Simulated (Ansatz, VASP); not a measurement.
**MgSe: VASP beside Ansatz**

The input INCAR:

```
SYSTEM = MgSe
PREC = Accurate
ENCUT = 600
EDIFF = 1E-6
ISMEAR = 0
SIGMA = 0.01
LREAL = .False.
LASPH = .True.
NELM = 120
ALGO = Normal
ISIF = 2
LWAVE = .False.
LCHARG = .False.
GGA = PE
NBANDS = 11
GGA_COMPAT = .False.
```

The input KPOINTS:

```
Automatic mesh
0
Gamma
  4 4 4
  0 0 0
```

The input POSCAR:

```
MgSe
1.0
    3.8544390000      0.0000000000      0.0000000000
    1.9272195000      3.3380420913      0.0000000000
    1.9272195000      1.1126806971      3.1471362649
Mg Se
1 1
Direct
    0.0000000000      0.0000000000      0.0000000000
    0.5000000000      0.5000000000      0.5000000000
```

Input for Ansatz:

```yaml
crystal:
  lattice:
    - [3.854439, 0.0, 0.0]
    - [1.9272195000000005, 3.338042091337488, 0.0]
    - [1.9272195000000005, 1.112680697112496, 3.147136264894483]
  atoms:
    - { symbol: Mg, position: [0.0, 0.0, 0.0] }
    - { symbol: Se, position: [0.49999999999999994, 0.5000000000000002, 0.49999999999999994] }
kpoints:
  mp_grid:
    grid: [4, 4, 4]
hamiltonian:
  xc: pbe
scf:
  convergence:
    dr2_threshold: 1.0e-10
  occupations:
    method: fixed
output:
  eigenvalues: true
```

Alike in both runs: task single point; functional PBE; k mesh 4 × 4 × 4; no spin polarisation.

|  | VASP | Ansatz |
| --- | --- | --- |
| version | VASP 6.6.1 | Ansatz 0.2.0 |
| potentials or method | VASP PAW PBE potentials, release 64 (Mg, Se) | plane waves, PAW |
| plane-wave cutoff (eV) | 600 | 420 |
| occupations | gaussian, width 0.01 eV | fixed |
| valence electrons in the cell | 8 | 26 |

```tsv
	VASP	Ansatz	Ansatz less VASP
gap on the k mesh at the Fermi level (eV)	1.77	1.79	+0.024
```

VASP's potentials hold 8 valence electrons a cell and Ansatz's 26, so a difference there can come from the potentials and not from the codes.

The k mesh is coarse, so the values compare programs but aren't converged.
